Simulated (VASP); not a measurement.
Write the native input for VASP 6.6.1 that does the following.

- Task: single point
- Functional: PBEsol
- Potentials or basis: VASP PAW PBE potentials, release 64 (Zn, Se)
- Cutoff: 520 eV
- k mesh: 11 × 11 × 11
- Occupations: fermi-dirac, width 0.08 eV
- Spin: no spin polarisation
- Dipole correction: no
- Further INCAR settings: ALGO = Normal; EDIFF = 1e-06; NBANDS = 16

The structure of ZnSe (zincblende type) lies in POSCAR:

```
ZnSe
1.0
    0.0000000000      2.5246619006      2.5246619006
    2.5246619006      0.0000000000      2.5246619006
    2.5246619006      2.5246619006      0.0000000000
Zn Se
1 1
Direct
    0.0000000000      0.0000000000      0.0000000000
    0.2500000000      0.2500000000      0.2500000000
```

These files were run (other wordings do the same):

INCAR

```
SYSTEM = ZnSe
PREC     = Accurate       ! precision mode
ENCUT    = 520            ! plane-wave cutoff, eV
EDIFF    = 1E-6           ! SCF threshold, eV
ISMEAR   = -1             ! smearing method
SIGMA    = 0.08           ! smearing width, eV
LREAL    = .FALSE.        ! projectors in reciprocal space
LASPH    = .TRUE.         ! aspherical terms in the spheres
NELM     = 100            ! most SCF steps
ALGO     = Normal         ! electronic algorithm
ISIF     = 2              ! what is computed and relaxed
LWAVE    = .FALSE.        ! write WAVECAR
LCHARG   = .TRUE.         ! write CHGCAR
GGA      = PS             ! functional
LELF     = .TRUE.         ! ELF
LVHAR    = .TRUE.       
NBANDS   = 16             ! bands
```

KPOINTS

```
regular mesh
0
G
  11 11 11
  0 0 0
```

Potentials or basis: VASP PAW PBE potentials, release 64 (Zn, Se).

The run is started by

```sh
$ cat potpaw_PBE.64/Zn/POTCAR potpaw_PBE.64/Se/POTCAR > POTCAR
$ mpirun -np 1 vasp_std > vasp.out
```

Results of the run:

```
Pressure               : 45.9 GPa
Band gap on the k mesh : 1.87 eV, indirect (least direct gap 2.71 eV)
```

Caveat: the PAW data sets were made with another functional, which shifts forces and pressure a little.

Run time: 13 s on 1 thread of Intel(R) Xeon(R) 6975P-C (Granite Rapids) (shared host), peak memory 0.17 GiB.
